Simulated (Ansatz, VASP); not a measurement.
**One calculation of RbAgS2, two programs**

```xyz
4
Lattice="5.2771 0.0000 0.0000 -2.6385 4.5701 0.0000 0.0000 0.0000 6.6680" Properties=species:S:1:pos:R:3 pbc="T T T"
Rb    0.0000    0.0000    0.0000
Ag    0.0000    0.0000    3.3340
S     0.0000    3.0467    0.0000
S     2.6385    1.5234    0.0000
```

Alike in both runs: task relaxation of cell and atoms; functional PBE; k mesh 12 × 12 × 8; occupations gaussian, width 0.1 eV; no spin polarisation.

|  | VASP | Ansatz |
| --- | --- | --- |
| version | VASP 6.6.1 | Ansatz 0.2.0 |
| potentials or method | VASP PAW PBE potentials, release 64 (Rb_sv, Ag, S), cutoff 600 eV | scalar-relativistic, plane waves, PAW |
| valence electrons in the cell | 32 | 40 |

|  | VASP | Ansatz | Ansatz less VASP |
| --- | --- | --- | --- |
| gap on the k mesh at the Fermi level, each at its own relaxed structure (eV) | none | none | - |
| relaxed volume (Å³/atom) | 40.45 | 40.32 | -0.130 |
| relaxed cell length with the largest relative difference (Å) | 5.292 | 5.284 | -0.0079 |

A gap of «none» marks a metal or a gap that the smearing closes. VASP's potentials hold 32 valence electrons a cell and Ansatz's 40, so a difference there can come from the potentials and not from the codes.
